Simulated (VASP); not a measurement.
GaSb, 2 atoms in the cell. Symmetry: F-43m, No. 216, cubic system. The conventional cell has a = 5.541 Å, b = 5.541 Å, c = 5.541 Å, α = 90.00°, β = 90.00°, γ = 90.00°. Ga (site symmetry -43m) has 4 Sb at 2.40 Å within 3.2 Å. Sb (site symmetry -43m) has 4 Ga at 2.40 Å within 3.2 Å. 

- Program: VASP 6.6.1
- Task: relaxation of cell and atoms
- Functional: PBE
- Potentials or basis: VASP PAW PBE potentials, release 64 (Ga_d, Sb)
- Cutoff: 600 eV
- k mesh: 6 × 6 × 6
- Occupations: gaussian, width 0.1 eV
- Spin: no spin polarisation
- Dipole correction: no
- Further INCAR settings: ALGO = Normal; EDIFF = 1e-06; IBRION = 2; EDIFFG = -0.05; NSW = 80; ISIF = 3

Potentials or basis: VASP PAW PBE potentials, release 64 (Ga_d, Sb).

The run is started by

```bash
$ cat potpaw_PBE.64/Ga_d/POTCAR potpaw_PBE.64/Sb/POTCAR > POTCAR
$ mpirun -np 1 vasp_std > vasp.out
```

Hardware: 1 thread of Intel Xeon 8259CL, with other jobs on the host.

**Question.** Estimate the wall time of this run.

**Answer.** Run time: 42 s on 1 thread of Intel Xeon 8259CL (shared host), peak memory 0.19 GiB. Counts: scf iterations 33, k points 16, ion steps 3.
